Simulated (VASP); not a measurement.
A run of VASP 6.6.1 is set up as follows.

The input INCAR:

```
PREC     = Accurate       # precision mode
ENCUT    = 520            # plane-wave cutoff, eV
EDIFF    = 1E-6           # SCF threshold, eV
ISMEAR   = 0              # smearing method
SIGMA    = 0.15           # smearing width, eV
LREAL    = F              # projectors in reciprocal space
LASPH    = T              # aspherical terms in the spheres
NELM     = 80             # most SCF steps
ALGO     = Normal         # electronic algorithm
ISIF     = 2              # what is computed and relaxed
LWAVE    = F              # write WAVECAR
LCHARG   = F              # write CHGCAR
GGA      = PS             # functional
NBANDS   = 12             # bands
```

The input KPOINTS:

```
Automatic mesh
0
Gamma
  24 24 24
```

File POSCAR:

```
Cu
1.0
    0.0000000000      1.7816422171      1.7816422171
    1.7816422171      0.0000000000      1.7816422171
    1.7816422171      1.7816422171      0.0000000000
Cu
1
Direct
    0.0000000000      0.0000000000      0.0000000000
```

Potentials or basis: VASP PAW PBE potentials, release 64 (Cu).

Launch:

```sh
$ cat potpaw_PBE.64/Cu/POTCAR > POTCAR
$ mpirun -np 1 vasp_std > vasp.out
```

Task: Estimate the band gap on the k mesh.

Result: Zero (an odd number of electrons rules out a gap without spin polarisation).

Task: Predict the pressure.

Result: 0.8 GPa.

Caveat: the PAW data sets were made with another functional, which shifts forces and pressure a little.
